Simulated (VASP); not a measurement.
BN, 4 atoms in the cell. Symmetry: P6_3mc, No. 186, hexagonal system. Conventional cell: a = 2.571 Å, b = 2.571 Å, c = 4.255 Å, α = 90.00°, β = 90.00°, γ = 120.00°. Within 2.1 Å of N (site symmetry 3m) lie 4 B at 1.58 to 1.59 Å. B (site symmetry 3m) has 4 N at 1.58 to 1.59 Å within 2.1 Å. 

| Item | Value |
| --- | --- |
| Program | VASP 6.6.1 |
| Task | single point |
| Functional | PBE |
| Potentials or basis | VASP PAW PBE potentials, release 64 (N, B) |
| Cutoff | 520 eV |
| k mesh | 12 × 12 × 6 |
| Occupations | fermi-dirac, width 0.05 eV |
| Spin | no spin polarisation |
| Dipole correction | no |
| Further INCAR settings | ALGO = Normal; EDIFF = 1e-06; NBANDS = 16 |

Potentials or basis: VASP PAW PBE potentials, release 64 (N, B).

Run with:

```sh
$ cat potpaw_PBE.64/N/POTCAR potpaw_PBE.64/B/POTCAR > POTCAR
$ mpirun -np 1 vasp_std > vasp.out
```

Hardware: 1 thread of AMD EPYC 9R14 (Zen 4), with other jobs on the host.

Problem. Estimate the wall time of this run.

Solution. It took 15 s on 1 thread of AMD EPYC 9R14 (Zen 4), with other jobs on the host, peak memory 0.11 GiB. Counts: scf iterations 13, k points 76.
